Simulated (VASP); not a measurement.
# Te in VASP: a series of runs

Te is run at these levels: PBEsol; tasks: single point.

Everything below comes from runs of VASP 6.6.1. Logs are shortened: lines on timing, memory, paths and dates and some standing lists are left out, and cuts for length are marked.

## (1) The cell of the first run

It takes space group R-3m (No. 166, trigonal). The conventional cell has a = 3.404 Å, b = 3.404 Å, c = 6.482 Å, α = 90.00°, β = 90.00°, γ = 120.00°. Within 3.8 Å of Te (site symmetry -3m) lie 12 Te at 2.92 to 3.40 Å.

## (2) Single point, PBEsol

INCAR

```
PREC     = Accurate       # precision mode
ENCUT    = 520            # plane-wave cutoff, eV
EDIFF    = 1E-7           # SCF threshold, eV
ISMEAR   = -1             # smearing method
SIGMA    = 0.05           # smearing width, eV
LREAL    = False          # projectors in reciprocal space
LASPH    = True           # aspherical terms in the spheres
NELM     = 80             # most SCF steps
ALGO     = Normal         # electronic algorithm
ISIF     = 2              # what is computed and relaxed
LWAVE    = False          # write WAVECAR
LCHARG   = False          # write CHGCAR
GGA      = PS             # functional
NBANDS   = 16             # bands
```

KPOINTS

```
regular mesh
0
Gamma
  7 7 5
```

POSCAR

```
Te
1.0
    2.9477337922     -1.7019187596      0.0193331363
    2.9477337922      1.7019187596      0.0193331363
   -0.0425119100      0.0000000000      6.4820476910
Te
3
Direct
    0.0000000000      0.0000000000      0.0000000000
    0.3333282082      0.3333282082      0.3333340249
    0.6666717918      0.6666717918      0.6666659751
```

Potentials or basis: VASP PAW PBE potentials, release 64 (Te).

On the command line:

```sh
$ cat potpaw_PBE.64/Te/POTCAR > POTCAR
$ mpirun -np 1 vasp_std > vasp.out
```

OUTCAR:

```text
PREC = Accurate
   ENCUT = 520
   EDIFF = 1E-7
   ISMEAR = -1
   LREAL = False
   LASPH = True
   NELM = 80
   ISIF = 2
   GGA = PS

 ion  position               nearest neighbor table
   1  0.000  0.000  0.000-   2 2.92   3 2.92   3 2.92   3 2.92   2 2.92   2 2.92
   2  0.333  0.333  0.333-   3 2.92   3 2.92   1 2.92   1 2.92   1 2.92   3 2.92
   3  0.667  0.667  0.667-   2 2.92   2 2.92   1 2.92   1 2.92   1 2.92   2 2.92

  LATTYP: Found a hexagonal cell.
 ALAT       =     3.4038266325
 C/A-ratio  =     1.9043822717

  Lattice vectors:

 A1 = (  -2.9477337922,  -1.7019187596,  -0.0193331363)
 A2 = (   2.9477337922,  -1.7019187596,   0.0193331363)
 A3 = (  -0.0425119100,   0.0000000000,   6.4820476910)

Analysis of symmetry for initial positions (statically):
=====================================================================
 Subroutine PRICEL returns:
 Original cell was already a primitive cell.

 Routine SETGRP: Setting up the symmetry group for a
 hexagonal supercell.

 Subroutine GETGRP returns: Found  4 space group operations
 (whereof  4 operations were pure point group operations)
 out of a pool of 24 trial point group operations.

The static configuration has the point symmetry C_2h.

Analysis of symmetry for dynamics (positions and initial velocities):
=====================================================================
 Subroutine PRICEL returns:
 Original cell was already a primitive cell.

 Routine SETGRP: Setting up the symmetry group for a
 hexagonal supercell.

 Subroutine GETGRP returns: Found  4 space group operations
 (whereof  4 operations were pure point group operations)
 out of a pool of 24 trial point group operations.

The dynamic configuration has the point symmetry C_2h.

 Subroutine INISYM returns: Found  4 space group operations
 (whereof  4 operations are pure point group operations),
 and found     1 'primitive' translations

----------------------------------------------------------------------------------------

                                     Primitive cell

  volume of cell :      65.0411

  direct lattice vectors                    reciprocal lattice vectors
     2.947733792 -1.701918760  0.019333136     0.169614534 -0.293786056  0.001112401
     2.947733792  1.701918760  0.019333136     0.169614534  0.293786056  0.001112401
    -0.042511910  0.000000000  6.482047691    -0.001011773  0.000000000  0.154265602

  length of vectors
     3.403826632  3.403826632  6.482187095     0.339235279  0.339235279  0.154268920

  position of ions in fractional coordinates (direct lattice)
     0.000000000  0.000000000  0.000000000
     0.333328208  0.333328208  0.333334025
     0.666671792  0.666671792  0.666665975

  ion indices of the primitive-cell ions
   primitive index   ion index
                 1           1
                 2           2
                 3           3

----------------------------------------------------------------------------------------

 KPOINTS: regular mesh

Automatic generation of k-mesh.
 Grid dimensions read from file:
 generate k-points for:    7    7    5

 Generating k-lattice:

  Cartesian coordinates                     Fractional coordinates (reciprocal lattice)
     0.024230648 -0.041969437  0.000158914     0.142857143 -0.000000000 -0.000000000
     0.024230648  0.041969437  0.000158914    -0.000000000  0.142857143 -0.000000000
    -0.000202355  0.000000000  0.030853120    -0.000000000 -0.000000000  0.200000000

  Length of vectors
     0.048462183  0.048462183  0.030853784

  Shift w.r.t. Gamma in fractional coordinates (k-lattice)
     0.000000000  0.000000000  0.000000000

 Subroutine IBZKPT returns following result:
 ===========================================

 Found     72 irreducible k-points:

 Following reciprocal coordinates:
            Coordinates               Weight
  0.000000  0.000000  0.000000      1.000000
  0.142857  0.000000  0.000000      4.000000
  0.142857  0.142857  0.000000      2.000000
  0.285714  0.000000 -0.000000      4.000000
  0.285714  0.285714 -0.000000      2.000000
  0.428571  0.000000 -0.000000      4.000000
[... 16 lines left out ...]
  0.285714  0.285714  0.200000      2.000000
 -0.285714 -0.000000  0.200000      4.000000
 [... further k-points ...]
   k-points           NKPTS =     72   k-points in BZ     NKDIM =     72   number of bands    NBANDS=     16
   number of dos      NEDOS =    301   number of ions     NIONS =      3
   total plane-waves  NPLWV =  37632
   dimension x,y,z NGX =    28 NGY =   28 NGZ =   48
   dimension x,y,z NGXF=    56 NGYF=   56 NGZF=   96
   ions per type =               3
   NGX,Y,Z   is equivalent  to a cutoff of  13.68, 13.68, 12.31 a.u.
   NGXF,Y,Z  is equivalent  to a cutoff of  27.35, 27.35, 24.62 a.u.
 SYSTEM =  unknown system
   PREC   = accura    normal or accurate (medium, high low for compatibility)
   ISTART =      0    job   : 0-new  1-cont  2-samecut
   ICHARG =      2    charge: 1-file 2-atom 10-const
   ISPIN  =      1    spin polarized calculation?
   LNONCOLLINEAR =      F non collinear calculations
   LSORBIT =      F    spin-orbit coupling
   LASPH  =      T    aspherical Exc in radial PAW
   ENCUT  =  520.0 eV  38.22 Ry    6.18 a.u.   6.33  6.33 12.05*2*pi/ulx,y,z
   NELM   =     80;   NELMIN=  2; NELMDL= -5     # of ELM steps
   EDIFF  = 0.1E-06   stopping-criterion for ELM
   LREAL  =      F    real-space projection
   EDIFFG = 0.1E-05   stopping-criterion for IOM
   NSW    =      0    number of steps for IOM
   IBRION =     -1    ionic relax: 0-MD 1-quasi-New 2-CG
   NFREE  =      0    steps in history (QN), initial steepest desc. (CG)
   ISIF   =      2    stress and relaxation
   ISYM   =      2    0-nonsym 1-usesym 2-fastsym
   POTIM  = 0.5000    time-step for ionic-motion
   TEBEG  =    0.0;   TEEND  =   0.0 temperature during run
   PSTRESS=    0.0 pullay stress
   NELECT =      18.0000    total number of electrons
   NUPDOWN=      -1.0000    fix difference up-down
   EMIN   =  10.00;   EMAX   =-10.00  energy-range for DOS
   EFERMI =   0.00;   METHOD = LEGACY
   ISMEAR =    -1;   SIGMA  =   0.05  broadening in eV -4-tet -1-fermi 0-gaus
   EFERMI_NEDOS =   21; number of points for ismear=-14 and -15
   IALGO  =     38    algorithm
   IMIX   =      4    mixing-type and parameters
     AMIX     =   0.40;   BMIX     =  1.00
     AMIX_MAG =   1.60;   BMIX_MAG =  1.00
  volume/ion in A,a.u.               =      21.68       146.31
  Fermi-wavevector in a.u.,A,eV,Ry     =   1.066849  2.016053 15.485703  1.138167
  Thomas-Fermi vector in A             =   2.202447
   LORBIT       =      0    0 simple, 1 ext, 2 COOP (PROOUT), +10 PAW based schemes
   GGA     = PS    functional components
   LHFCALC =     F    Hartree Fock is set to
   AEXX    =    0.0000 exact exchange contribution
   IVDW    =     0    specifies the selected vdW correction
   LEPSILON=     F    determine dielectric tensor
   LRPA    =     F    only Hartree local field effects (RPA)
 non-spin polarized calculation
  energy-cutoff  :      520.00
  volume of cell :       65.04
 maximum number of plane-waves:      1777
 NGX is ok and might be reduce to    28
   NGX = 13   NGY = 13   NGZ = 25

 number of electron      18.0000001 magnetization

 Free energy of the ion-electron system (eV)
  ---------------------------------------------------
  ext. energy  EPLUGINS =         0.00000000
  ---------------------------------------------------
  free energy    TOTEN  =        -8.69782415 eV

  energy without entropy =       -8.69222205  energy(sigma->0) =       -8.69502310

 E-fermi :  12.2440     XC(G=0): -11.3749

 val. band max:       12.2198974936   @ k =   0.1429   0.0000   0.0000
 cond. band min:      12.2562668526   @ k =  -0.1429  -0.1429   0.4000
 fundamental gap:      0.0363693590
 Fermi energy:        12.2439998154

 k-point     1 :       0.0000    0.0000    0.0000
  band No.  band energies     occupation
      1      -4.6388      2.00000
      2      -0.9662      2.00000
      3      -0.9662      2.00000
      4       9.8245      2.00000
      5       9.8245      2.00000
      6      12.1127      1.86505
[... 8 lines left out ...]
     15      19.8367      0.00000
     16      19.8368      0.00000

 k-point     2 :       0.1429    0.0000    0.0000
  band No.  band energies     occupation
      1      -4.2968      2.00000
      2      -0.6694      2.00000
      3      -0.6497      2.00000
      4       8.5637      2.00000
      5       9.2266      2.00000
      6      10.6164      2.00000
[... 8 lines left out ...]
     15      18.8994      0.00000
     16      19.7141      0.00000

 k-point     3 :       0.1429    0.1429    0.0000
  band No.  band energies     occupation
      1      -4.2968      2.00000
      2      -0.6694      2.00000
      3      -0.6497      2.00000
      4       8.5638      2.00000
      5       9.2266      2.00000
      6      10.6164      2.00000
[... 8 lines left out ...]
     15      18.8994      0.00000
     16      19.7182      0.00000

 k-point     4 :       0.2857    0.0000   -0.0000
  band No.  band energies     occupation
      1      -3.2886      2.00000
      2       0.0250      2.00000
      3       0.2781      2.00000
      4       5.6219      2.00000
      5       7.1978      2.00000
      6       9.2242      2.00000
[... 8 lines left out ...]
     15      20.7093      0.00000
     16      21.2664      0.00000

 k-point     5 :       0.2857    0.2857   -0.0000
  band No.  band energies     occupation
      1      -3.2886      2.00000
      2       0.0250      2.00000
      3       0.2781      2.00000
      4       5.6219      2.00000
      5       7.1978      2.00000
      6       9.2242      2.00000
[... 8 lines left out ...]
     15      20.7094      0.00000
     16      21.2664      0.00000

 k-point     6 :       0.4286    0.0000   -0.0000
  band No.  band energies     occupation
      1      -1.7108      2.00000
      2      -0.0790      2.00000
      3       1.5800      2.00000
      4       4.4893      2.00000
      5       5.0301      2.00000
      6       6.2132      2.00000
[... 8 lines left out ...]
     15      18.6779      0.00000
     16      19.0822      0.00000
[... 267 lines left out ...]
 k-point    21 :      -0.1429   -0.1429    0.2000
  band No.  band energies     occupation
      1      -4.1493      2.00000
      2      -1.9647      2.00000
      3       0.9085      2.00000
      4       7.2179      2.00000
      5       9.1005      2.00000
      6      10.5953      2.00000
[... 8 lines left out ...]
     15      19.4173      0.00000
     16      20.2220      0.00000

 k-point    22 :       0.2857    0.0000    0.2000
  band No.  band energies     occupation
      1      -3.1357      2.00000
      2      -1.1197      2.00000
      3       1.6968      2.00000
      4       5.6909      2.00000
      5       6.0299      2.00000
      6       9.4408      2.00000
[... 8 lines left out ...]
     15      19.4702      0.00000
     16      21.6891      0.00000

 k-point    23 :       0.2857    0.2857    0.2000
  band No.  band energies     occupation
      1      -3.1555      2.00000
      2      -0.9728      2.00000
      3       1.2878      2.00000
      4       5.9330      2.00000
      5       7.9046      2.00000
      6       8.5248      2.00000
[... 8 lines left out ...]
     15      19.1473      0.00000
     16      21.5269      0.00000

 k-point    24 :      -0.2857   -0.0000    0.2000
  band No.  band energies     occupation
      1      -3.1556      2.00000
      2      -0.9728      2.00000
      3       1.2878      2.00000
      4       5.9330      2.00000
      5       7.9045      2.00000
      6       8.5248      2.00000
[... 8 lines left out ...]
     15      19.1473      0.00000
     16      21.5270      0.00000

 [... further k-points ...]

------------------------ aborting loop because EDIFF is reached ----------------------------------------

  FORCE on cell =-STRESS in cart. coord.  units (eV):
  Direction    XX          YY          ZZ          XY          YZ          ZX
  --------------------------------------------------------------------------------------
  -------------------------------------------------------------------------------------
  Total       12.2617245     12.2614544     12.3621250      0.0000000      0.0000000     -0.0005559
  in kB      302.0467412    302.0400859    304.5199367      0.0000000      0.0000000     -0.0136934
  external PRESSURE =     302.8689213 kB  Pullay stress =       0.0000000 kB

 VOLUME and BASIS-vectors are now :
 -----------------------------------------------------------------------------
  energy-cutoff  :      520.00
  volume of cell :       65.04
      direct lattice vectors                 reciprocal lattice vectors
     2.947733792 -1.701918760  0.019333136     0.169614534 -0.293786056  0.001112401
     2.947733792  1.701918760  0.019333136     0.169614534  0.293786056  0.001112401
    -0.042511910  0.000000000  6.482047691    -0.001011773  0.000000000  0.154265602

 POSITION                                       TOTAL-FORCE (eV/Angst)
 -----------------------------------------------------------------------------------
      0.00000      0.00000      0.00000        -0.000000     -0.000000     -0.000000
      1.95095      0.00000      2.17358         0.000159      0.000000     -0.000082
      3.90200      0.00000      4.34714        -0.000159      0.000000      0.000082
 -----------------------------------------------------------------------------------
    total drift:                                0.000000     -0.000000      0.000000

  FREE ENERGIE OF THE ION-ELECTRON SYSTEM (eV)
  ---------------------------------------------------
  free  energy   TOTEN  =        -8.6978241511 eV

  energy  without entropy=       -8.6922220468  energy(sigma->0) =       -8.69502310
```

Wall time 88 s (1 thread of Intel Xeon 8259CL, shared host); peak memory 0.22 GiB.

Results:

- Free energy: -8.6978 eV
- Pressure: 30.3 GPa
- Band gap on the k mesh: zero (bands 9 and 10 overlap by 3.87 eV)

Levels at points of the mesh, in eV from the Fermi level:
```csv
k point,band 7,band 8,band 9,band 10,band 11,band 12
"(0.00, 0.00, 0.00)",-0.13,-0.13,-0.13,2.79,2.79,4.62
```

Caveat: the cell stands under pressure; the PAW data sets were made with another functional, which shifts forces and pressure a little; spin-orbit coupling is left out, which moves the levels of the heavy elements.

## (3) Single point, PBEsol

This run uses another cell than the first one, of 23.12 Å³/atom.

INCAR

```
SYSTEM = Te
  PREC = Accurate
  ENCUT = 520
  EDIFF = 1E-6
  ISMEAR = -1
  SIGMA = 0.05
  LREAL = .FALSE.
  LASPH = .TRUE.
  NELM = 100
  ALGO = Normal
  ISIF = 2
  LWAVE = .FALSE.
  LCHARG = .TRUE.
  GGA = PS
  LELF = .TRUE.
  LVHAR = .TRUE.
  NBANDS = 16
```

KPOINTS

```
Automatic mesh
0
G
  7 7 5
  0 0 0
```

POSCAR

```
Te
1.0
    3.0282305696     -1.7484071520      0.0200759662
    3.0282305696      1.7484071520      0.0200759662
   -0.0433366885      0.0000000000      6.5502187286
Te
3
Direct
    0.0000000000      0.0000000000      0.0000000000
    0.3333344518      0.3333344518      0.3333337618
    0.6666655482      0.6666655482      0.6666662382
```

Potentials or basis: VASP PAW PBE potentials, release 64 (Te).

On the command line:

```sh
$ cat potpaw_PBE.64/Te/POTCAR > POTCAR
$ mpirun -np 1 vasp_std > vasp.out
```

OUTCAR:

```text
SYSTEM = Te
   PREC = Accurate
   ENCUT = 520
   EDIFF = 1E-6
   ISMEAR = -1
   LREAL = .FALSE.
   LASPH = .TRUE.
   NELM = 100
   ISIF = 2
   GGA = PS

 ion  position               nearest neighbor table
   1  0.000  0.000  0.000-   3 2.97   3 2.97   2 2.97   2 2.97   2 2.97   3 2.97
   2  0.333  0.333  0.333-   1 2.97   1 2.97   3 2.97   3 2.97   3 2.97   1 2.97
   3  0.667  0.667  0.667-   1 2.97   1 2.97   2 2.97   2 2.97   2 2.97   1 2.97

  LATTYP: Found a simple monoclinic cell.
 ALAT       =     3.4968143040
 B/A-ratio  =     1.8732370429
 C/A-ratio  =     1.7320461029
 COS(beta)  =    -0.8660277561

  Lattice vectors:

 A1 = (   0.0000000000,  -3.4968143040,   0.0000000000)
 A2 = (  -0.0433366885,   0.0000000000,   6.5502187286)
 A3 = (  -3.0282305696,   5.2452214560,  -0.0200759662)

Analysis of symmetry for initial positions (statically):
=====================================================================
 Subroutine PRICEL returns following result:

  LATTYP: Found a base centered monoclinic cell.
 ALAT       =     4.8109733968
 B/A-ratio  =     0.7268413304
 C/A-ratio  =     0.6181271097
 COS(beta)  =    -0.3815773996

[... 191 lines left out ...]
 cond. band min:      11.1326785667   @ k =  -0.0000  -0.0000   0.2000
 fundamental gap:      0.0995970780
 Fermi energy:        11.0949740444

 k-point     1 :       0.0000    0.0000    0.0000
  band No.  band energies     occupation
      1      -5.0742      2.00000
      2      -1.5496      2.00000
      3      -1.5495      2.00000
      4       8.7957      2.00000
      5       8.7957      2.00000
      6      10.8091      1.99344
[... 433 lines left out ...]
      3      -0.2140      2.00000
      4       4.6759      2.00000
      5       4.6760      2.00000
      6       6.4086      2.00000
[... 8 lines left out ...]
     15      18.5601      0.00000
     16      18.5603      0.00000

 [... further k-points ...]

------------------------ aborting loop because EDIFF is reached ----------------------------------------

  FORCE on cell =-STRESS in cart. coord.  units (eV):
  Direction    XX          YY          ZZ          XY          YZ          ZX
  --------------------------------------------------------------------------------------
  -------------------------------------------------------------------------------------
  Total        8.7062738      8.7062717      8.7681610      0.0000001      0.0000001     -0.0010341
  in kB      201.0974414    201.0973909    202.5269104      0.0000026      0.0000024     -0.0238866
  external PRESSURE =     201.5739142 kB  Pullay stress =       0.0000000 kB

 VOLUME and BASIS-vectors are now :
 -----------------------------------------------------------------------------
  energy-cutoff  :      520.00
  volume of cell :       69.36
      direct lattice vectors                 reciprocal lattice vectors
     3.028230570 -1.748407152  0.020075966     0.165105681 -0.285974579  0.001092350
     3.028230570  1.748407152  0.020075966     0.165105681  0.285974579  0.001092350
    -0.043336688  0.000000000  6.550218729    -0.001012075  0.000000000  0.152659962

 POSITION                                       TOTAL-FORCE (eV/Angst)
 -----------------------------------------------------------------------------------
      0.00000      0.00000      0.00000        -0.000000      0.000000      0.000000
      2.00438      0.00000      2.19679        -0.000000      0.000000     -0.000000
      4.00874      0.00000      4.39358         0.000000     -0.000000      0.000000
 -----------------------------------------------------------------------------------
    total drift:                               -0.000000      0.000000     -0.000000

  FREE ENERGIE OF THE ION-ELECTRON SYSTEM (eV)
  ---------------------------------------------------
  free  energy   TOTEN  =        -9.3708552093 eV

  energy  without entropy=       -9.3665511717  energy(sigma->0) =       -9.36870319
```

Run time: 2.3 min. Hardware: 1 thread of Intel Xeon 8259CL, shared host; peak memory 0.26 GiB.

Results:

```yaml
Free_energy: -9.3709 eV
Pressure: 20.2 GPa
Band_gap_on_the_k_mesh: zero (bands 9 and 10 overlap by 3.55 eV)
```

Caveat: the cell stands under pressure; the PAW data sets were made with another functional, which shifts forces and pressure a little; spin-orbit coupling is left out, which moves the levels of the heavy elements.

(Continued in part 2 of 2.)
